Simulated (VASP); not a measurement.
I, 2 atoms in the cell. It takes space group P6_3/mmc (No. 194, hexagonal). The conventional cell has a = 3.809 Å, b = 3.809 Å, c = 4.931 Å, α = 90.00°, β = 90.00°, γ = 120.00°. I (site symmetry -6m2) has 12 I at 3.30 to 3.81 Å within 4.3 Å. 

| Quantity | Value |
| --- | --- |
| Program | VASP 6.6.1 |
| Task | single point |
| Functional | PBE |
| Potentials or basis | VASP PAW PBE potentials, release 64 (I) |
| Cutoff | 520 eV |
| k mesh | 12 × 12 × 7 |
| Occupations | fermi-dirac, width 0.08 eV |
| Spin | no spin polarisation |
| Dipole correction | no |
| Further INCAR settings | ALGO = Normal; EDIFF = 1e-06; NBANDS = 14 |

Potentials or basis: VASP PAW PBE potentials, release 64 (I).

Command:

```sh
$ cat potpaw_PBE.64/I/POTCAR > POTCAR
$ mpirun -np 1 vasp_std > vasp.out
```

Hardware: 1 thread of Intel(R) Xeon(R) 6975P-C (Granite Rapids), with other jobs on the host.

Estimate the wall time of this run.

Run time: 25 s on 1 thread of Intel(R) Xeon(R) 6975P-C (Granite Rapids) (shared host), peak memory 0.2 GiB. Counts: scf iterations 11, k points 76.
